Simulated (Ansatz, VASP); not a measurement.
**One calculation of Si4W, two programs**

```
Si W
1.0
     3.15019   -3.78637    0.00000
     3.15019    3.78637    0.00000
     0.00000    0.00000    6.24358
Si W
8 2
Direct
  0.50437 0.76102 0.14028
  0.49563 0.23898 0.14028
  0.23898 0.49563 0.85972
  0.76102 0.50437 0.85972
  0.00437 0.26102 0.35972
  0.73898 0.99563 0.64028
  0.99563 0.73898 0.35972
  0.26102 0.00437 0.64028
  0.00000 0.00000 0.00000
  0.50000 0.50000 0.50000
```

Alike in both runs: functional PBE; k mesh 4 × 4 × 3; occupations gaussian, width 0.2 eV; no spin polarisation.

Ansatz relaxed the structure, and its values are those at the end. VASP's run is a single point on that final structure, the one shown.

|  | VASP | Ansatz |
| --- | --- | --- |
| version | VASP 6.6.1 | Ansatz 0.2.0 |
| potentials or method | VASP PAW PBE potentials, release 64 (Si, W_sv), cutoff 520 eV | scalar-relativistic, plane waves, PAW |
| valence electrons in the cell | 60 | 60 |

|  | VASP | Ansatz | Ansatz less VASP |
| --- | --- | --- | --- |
| gap on the k mesh at the Fermi level (eV) | none | none | - |
| pressure (GPa) | 0.0 | 0.0 | +0.03 |
| rms of the force components (eV/Å) | 0.014 | 0.010 | -0.0036 |

A gap of «none» marks a metal or a gap that the smearing closes.

Neither program's run includes spin-orbit coupling.
